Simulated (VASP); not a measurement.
# BaTe (Fm-3m) in VASP: G0W0 quasiparticle levels with PBE

Aim: the G0W0 quasiparticle levels of BaTe with PBE.

All numbers are computed with VASP 6.6.1; they aren't measurements. Logs are shortened: lines on timing, memory, paths and dates and some standing lists are left out, and cuts for length are marked.

## 1. The cell of the first run

The structure is cubic, space group Fm-3m (No. 225). The conventional cell has a = 6.820 Å, b = 6.820 Å, c = 6.820 Å, α = 90.00°, β = 90.00°, γ = 90.00°. Ba (site symmetry m-3m) has 6 Te at 3.41 Å within 4.5 Å. Te (site symmetry m-3m) has 6 Ba at 3.41 Å within 4.5 Å.

## 2. G0W0 quasiparticle levels, PBE

POSCAR reads:

```
BaTe
1.0
    0.0000000000      3.4100000000      3.4100000000
    3.4100000000      0.0000000000      3.4100000000
    3.4100000000      3.4100000000      0.0000000000
Ba Te
1 1
Direct
    0.0000000000      0.0000000000      0.0000000000
    0.5000000000      0.5000000000      0.5000000000
```

INCAR.step1 reads:

```
PREC     = Accurate       # precision mode
ENCUT    = 500            # plane-wave cutoff, eV
EDIFF    = 1E-8           # SCF threshold, eV
ISMEAR   = 0              # smearing method
SIGMA    = 0.01           # smearing width, eV
LREAL    = False          # projectors in reciprocal space
LASPH    = True           # aspherical terms in the spheres
NELM     = 80             # most SCF steps
ALGO     = Normal         # electronic algorithm
LWAVE    = True           # write WAVECAR
LCHARG   = False          # write CHGCAR
GGA      = PE             # functional
```

INCAR.step2 reads:

```
PREC     = Accurate       # precision mode
ENCUT    = 500            # plane-wave cutoff, eV
EDIFF    = 1E-8           # SCF threshold, eV
ISMEAR   = 0              # smearing method
SIGMA    = 0.01           # smearing width, eV
LREAL    = False          # projectors in reciprocal space
LASPH    = True           # aspherical terms in the spheres
NELM     = 1              # most SCF steps
ALGO     = Exact          # electronic algorithm
LWAVE    = True           # write WAVECAR
LCHARG   = False          # write CHGCAR
GGA      = PE             # functional
NBANDS   = 68             # bands
LOPTICS  = True           # frequency-dependent dielectric function
ISTART   = 1
```

INCAR.step3 reads:

```
PREC     = Accurate       # precision mode
ENCUT    = 500            # plane-wave cutoff, eV
EDIFF    = 1E-8           # SCF threshold, eV
ISMEAR   = 0              # smearing method
SIGMA    = 0.01           # smearing width, eV
LREAL    = False          # projectors in reciprocal space
LASPH    = True           # aspherical terms in the spheres
ALGO     = EVGW0          # electronic algorithm
LWAVE    = False          # write WAVECAR
LCHARG   = False          # write CHGCAR
GGA      = PE             # functional
NELMGW   = 1            
NBANDS   = 68             # bands
ENCUTGW  = 100.0          # cutoff of the response function
NOMEGA   = 96             # frequency points
PRECFOCK = Fast         
ISTART   = 1            
NBANDSGW = 16           
OMEGAMAX = 20
```

KPOINTS reads:

```
regular mesh
0
Gamma
  3 3 3
```

Potentials or basis: VASP PAW PBE potentials, release 64 (Ba_sv_GW, Te_GW).

On the command line:

```
$ cat potpaw_PBE.64/Ba_sv_GW/POTCAR potpaw_PBE.64/Te_GW/POTCAR > POTCAR
$ cp INCAR.step1 INCAR
$ mpirun -np 1 vasp_std > vasp.out
$ cp INCAR.step2 INCAR
$ mpirun -np 1 vasp_std > vasp.out
$ cp INCAR.step3 INCAR
$ mpirun -np 1 vasp_std > vasp.out
```

OUTCAR:

```text
PREC = Accurate
   ENCUT = 500
   EDIFF = 1E-8
   ISMEAR = 0
   LREAL = False
   LASPH = True
   GGA = PE
   NELMGW = 1
   ENCUTGW = 100.0
   PRECFOCK = Fast
   ISTART = 1

 ion  position               nearest neighbor table
   1  0.000  0.000  0.000-
   2  0.500  0.500  0.500-

  LATTYP: Found a face centered cubic cell.
 ALAT       =     6.8200000000

  Lattice vectors:

 A1 = (   0.0000000000,   3.4100000000,   3.4100000000)
 A2 = (   3.4100000000,   0.0000000000,   3.4100000000)
 A3 = (   3.4100000000,   3.4100000000,   0.0000000000)

Analysis of symmetry for initial positions (statically):
=====================================================================
 Subroutine PRICEL returns:
 Original cell was already a primitive cell.

 Routine SETGRP: Setting up the symmetry group for a
 face centered cubic supercell.

 Subroutine GETGRP returns: Found 48 space group operations
 (whereof 48 operations were pure point group operations)
 out of a pool of 48 trial point group operations.

The static configuration has the point symmetry O_h .

Analysis of symmetry for dynamics (positions and initial velocities):
=====================================================================
 Subroutine PRICEL returns:
 Original cell was already a primitive cell.

 Routine SETGRP: Setting up the symmetry group for a
 face centered cubic supercell.

 Subroutine GETGRP returns: Found 48 space group operations
 (whereof 48 operations were pure point group operations)
 out of a pool of 48 trial point group operations.

The dynamic configuration has the point symmetry O_h .

 Subroutine INISYM returns: Found 48 space group operations
 (whereof 48 operations are pure point group operations),
 and found     1 'primitive' translations

----------------------------------------------------------------------------------------

                                     Primitive cell

  volume of cell :      79.3036

  direct lattice vectors                    reciprocal lattice vectors
     0.000000000  3.410000000  3.410000000    -0.146627566  0.146627566  0.146627566
     3.410000000  0.000000000  3.410000000     0.146627566 -0.146627566  0.146627566
     3.410000000  3.410000000  0.000000000     0.146627566  0.146627566 -0.146627566

  length of vectors
     4.822468248  4.822468248  4.822468248     0.253966394  0.253966394  0.253966394

  position of ions in fractional coordinates (direct lattice)
     0.000000000  0.000000000  0.000000000
     0.500000000  0.500000000  0.500000000

  ion indices of the primitive-cell ions
   primitive index   ion index
                 1           1
                 2           2

----------------------------------------------------------------------------------------

 KPOINTS: regular mesh

Automatic generation of k-mesh.
 Grid dimensions read from file:
 generate k-points for:    3    3    3

 Generating k-lattice:

  Cartesian coordinates                     Fractional coordinates (reciprocal lattice)
    -0.048875855  0.048875855  0.048875855     0.333333333  0.000000000  0.000000000
     0.048875855 -0.048875855  0.048875855     0.000000000  0.333333333  0.000000000
     0.048875855  0.048875855 -0.048875855     0.000000000  0.000000000  0.333333333

  Length of vectors
     0.084655465  0.084655465  0.084655465

  Shift w.r.t. Gamma in fractional coordinates (k-lattice)
     0.000000000  0.000000000  0.000000000

 Subroutine IBZKPT returns following result:
 ===========================================

 Found      4 irreducible k-points:

 Following reciprocal coordinates:
            Coordinates               Weight
  0.000000  0.000000  0.000000      1.000000
  0.333333  0.000000  0.000000      8.000000
  0.333333  0.333333  0.000000      6.000000
 -0.333333  0.333333  0.000000     12.000000
   k-points           NKPTS =      4   k-points in BZ     NKDIM =     27   number of bands    NBANDS=     68
   number of dos      NEDOS =    301   number of ions     NIONS =      2
   total plane-waves  NPLWV =  46656
   dimension x,y,z NGX =    36 NGY =   36 NGZ =   36
   dimension x,y,z NGXF=    72 NGYF=   72 NGZF=   72
   ions per type =               1   1
   NGX,Y,Z   is equivalent  to a cutoff of  12.41, 12.41, 12.41 a.u.
   NGXF,Y,Z  is equivalent  to a cutoff of  24.82, 24.82, 24.82 a.u.
 SYSTEM =  unknown system
   PREC   = accura    normal or accurate (medium, high low for compatibility)
   ISTART =      1    job   : 0-new  1-cont  2-samecut
   ICHARG =      0    charge: 1-file 2-atom 10-const
   ISPIN  =      1    spin polarized calculation?
   LNONCOLLINEAR =      F non collinear calculations
   LSORBIT =      F    spin-orbit coupling
   LASPH  =      T    aspherical Exc in radial PAW
   ENCUT  =  500.0 eV  36.75 Ry    6.06 a.u.   8.79  8.79  8.79*2*pi/ulx,y,z
   NELM   =     60;   NELMIN=  2; NELMDL=  0     # of ELM steps
   EDIFF  = 0.1E-07   stopping-criterion for ELM
   LREAL  =      F    real-space projection
   EDIFFG = 0.1E-06   stopping-criterion for IOM
   NSW    =      0    number of steps for IOM
   IBRION =     -1    ionic relax: 0-MD 1-quasi-New 2-CG
   NFREE  =      0    steps in history (QN), initial steepest desc. (CG)
   ISIF   =      0    stress and relaxation
   ISYM   =      3    0-nonsym 1-usesym 2-fastsym
   POTIM  = 0.5000    time-step for ionic-motion
   TEBEG  =    0.0;   TEEND  =   0.0 temperature during run
   PSTRESS=    0.0 pullay stress
   NELECT =      16.0000    total number of electrons
   NUPDOWN=      -1.0000    fix difference up-down
   EMIN   =  10.00;   EMAX   =-10.00  energy-range for DOS
   EFERMI =   0.00;   METHOD = LEGACY
   ISMEAR =     0;   SIGMA  =   0.01  broadening in eV -4-tet -1-fermi 0-gaus
   EFERMI_NEDOS =   21; number of points for ismear=-14 and -15
   IALGO  =     38    algorithm
   IMIX   =      4    mixing-type and parameters
     AMIX     =   0.40;   BMIX     =  1.00
     AMIX_MAG =   1.60;   BMIX_MAG =  1.00
  volume/ion in A,a.u.               =      39.65       267.58
  Fermi-wavevector in a.u.,A,eV,Ry     =   0.960175  1.814468 12.543704  0.921936
  Thomas-Fermi vector in A             =   2.089436
   LORBIT       =      0    0 simple, 1 ext, 2 COOP (PROOUT), +10 PAW based schemes
   GGA     = PE    functional components
   LHFCALC =     T    Hartree Fock is set to
   PRECFOCK=fast      Normal, Fast or Accurate (Low or Medium for compatibility)
   ENCUT4O =  -1.0   cutoff for four orbital integrals eV
   NKREDX  =     1    reduce k-point grid by
   NKREDY  =     1    reduce k-point grid by
   NKREDZ  =     1    reduce k-point grid by
   AEXX    =    1.0000 exact exchange contribution
   HFSCREEN=    0.0000 screening length (either q_TF or 0.3 A-1)
   HFSCREENC=   0.0000 screening length for correlation (either q_TF or 0.3 A-1)
   ENCUTFOCK=  -1.0 apply spherical cutoff to Coloumb kernel
   IVDW    =     0    specifies the selected vdW correction
   LEPSILON=     F    determine dielectric tensor
   LRPA    =     F    only Hartree local field effects (RPA)
   LRPAFORCE           =     F    calculate RPA forces
   ENCUTGW             = 100.0    cutoff for response function in eV
   ENCUTGWSOFT         =  80.0    soft cutoff for Coulomb kernel in GW response function in eV
   ENCUTLF             =  -1.0    cutoff for local field effects
   NELMGW              =     1    number of iterations in solving QP/BSE equation
   NELMHF              =     1    number of iterations in the inner HF iteration
   NKREDLFX            =     1    NKREDLFY  =   1   NKREDLFZ  =   1
 non-spin polarized calculation
 Gauss-broadening in eV      SIGMA  =   0.01
  energy-cutoff  :      500.00
  volume of cell :       79.30
 maximum number of plane-waves:      2016
  NGX = 20; NGY = 20; NGZ = 20
   NGX = 17   NGY = 17   NGZ = 17
 maximum number of plane-waves:       186
 NGX is ok and might be reduce to    18

 QP shifts <psi_nk| G(iteration)W_0 |psi_nk>: iteration 1
 for sc-GW calculations column KS-energies equals QP-energies in previous step
 and V_xc(KS)=  KS-energies - (<T + V_ion + V_H > + <T+V_H+V_ion>^1  + <V_x>^1)

 k-point   1 :       0.0000    0.0000    0.0000
  band No.  KS-energies  QP-energies   sigma(KS)   V_xc(KS)     V^pw_x(r,r')   Z            occupation Imag(sigma)

      1     -22.6546     -22.8185     -15.4786     -15.1757     -24.3992       0.5410       2.0000       0.9117
      2      -7.8313      -8.6603     -14.9862     -13.8583     -18.9646       0.7349       2.0000       0.2104
      3      -7.8313      -8.6603     -14.9862     -13.8583     -18.9646       0.7349       2.0000       0.2104
      4      -7.8313      -8.6603     -14.9862     -13.8583     -18.9646       0.7349       2.0000       0.2104
      5      -5.5478      -5.9903     -11.6931     -11.0945     -17.2187       0.7392       2.0000       1.0527
      6       4.0953       3.7147     -11.0989     -10.5985     -12.8635       0.7606       2.0000       0.0565
[... 8 lines left out ...]
     15      10.3465      11.2639      -6.5405      -7.7849      -1.8064       0.7372       0.0000      -0.1860
     16      13.0978      17.4389      -8.3847     -14.5516      -2.2308       0.7039       0.0000      -0.1423

 k-point   2 :       0.3333    0.0000    0.0000
  band No.  KS-energies  QP-energies   sigma(KS)   V_xc(KS)     V^pw_x(r,r')   Z            occupation Imag(sigma)

      1     -22.6393     -22.7980     -15.4860     -15.1948     -24.4075       0.5451       2.0000       0.9154
      2      -8.3106      -9.0561     -14.2271     -13.1353     -18.7322       0.6828       2.0000       0.3459
      3      -7.8413      -8.6754     -14.9754     -13.8417     -18.9383       0.7357       2.0000       0.2131
      4      -7.8413      -8.6754     -14.9754     -13.8417     -18.9383       0.7357       2.0000       0.2131
      5      -4.7961      -5.1416     -12.4682     -11.9932     -17.4409       0.7271       2.0000       0.7894
      6       2.1468       1.5861     -10.0906      -9.3185     -12.1568       0.7261       2.0000       0.0853
[... 8 lines left out ...]
     15      11.9201      14.2056      -8.1906     -11.3139      -3.0811       0.7318       0.0000      -0.1637
     16      11.9201      14.2056      -8.1906     -11.3139      -3.0811       0.7318       0.0000      -0.1637

 k-point   3 :       0.3333    0.3333    0.0000
  band No.  KS-energies  QP-energies   sigma(KS)   V_xc(KS)     V^pw_x(r,r')   Z            occupation Imag(sigma)

      1     -22.6342     -22.7966     -15.4955     -15.2008     -24.4101       0.5510       2.0000       0.9219
      2      -8.1346      -8.9540     -14.5350     -13.3867     -18.7752       0.7135       2.0000       0.2954
      3      -7.9177      -8.7526     -14.8958     -13.7475     -18.9103       0.7271       2.0000       0.2250
      4      -7.9177      -8.7526     -14.8958     -13.7475     -18.9103       0.7271       2.0000       0.2250
      5      -5.1539      -5.5111     -12.0543     -11.5548     -17.3336       0.7150       2.0000       0.9136
      6       2.5289       1.9811     -10.5484      -9.8059     -12.6590       0.7378       2.0000       0.0766
[... 8 lines left out ...]
     15      12.1887      14.6732      -8.1258     -11.5438      -2.9100       0.7269       0.0000      -0.1704
     16      12.1887      14.6732      -8.1258     -11.5438      -2.9100       0.7269       0.0000      -0.1704

 k-point   4 :      -0.3333    0.3333    0.0000
  band No.  KS-energies  QP-energies   sigma(KS)   V_xc(KS)     V^pw_x(r,r')   Z            occupation Imag(sigma)

      1     -22.6290     -22.7901     -15.4979     -15.2073     -24.4129       0.5543       2.0000       0.9237
      2      -8.2053      -8.9866     -14.4013     -13.2877     -18.7668       0.7016       2.0000       0.3148
      3      -8.0379      -8.8887     -14.7602     -13.5809     -18.8282       0.7215       2.0000       0.2518
      4      -7.8858      -8.7311     -14.9300     -13.7838     -18.9131       0.7374       2.0000       0.2242
      5      -4.9121      -5.2448     -12.2921     -11.8273     -17.3992       0.7157       2.0000       0.8373
      6       2.4189       1.8695     -10.3180      -9.5718     -12.3562       0.7362       2.0000       0.0781
[... 8 lines left out ...]
     15      11.9242      13.6899      -8.3397     -10.7779      -3.4560       0.7242       0.0000      -0.1881
     16      12.3757      14.7069      -8.6684     -11.8867      -3.5660       0.7244       0.0000      -0.1727
```

It took 4.6 min on 1 thread of AMD EPYC 7R43 (Zen 3), shared host; peak memory 0.62 GiB.

What came out:

```
Quasiparticle gap                                   : 2.41 eV
Least direct quasiparticle gap                      : 2.81 eV
Band gap of the starting levels on the mesh         : 1.66 eV
Least direct gap of the starting levels on the mesh : 2.01 eV
```

Caveat: the k points lie up to 0.53 Å⁻¹ apart; bands, screening cutoff and mesh are small and nothing is extrapolated, so the quasiparticle values aren't converged; spin-orbit coupling is left out, which moves the levels of the heavy elements.
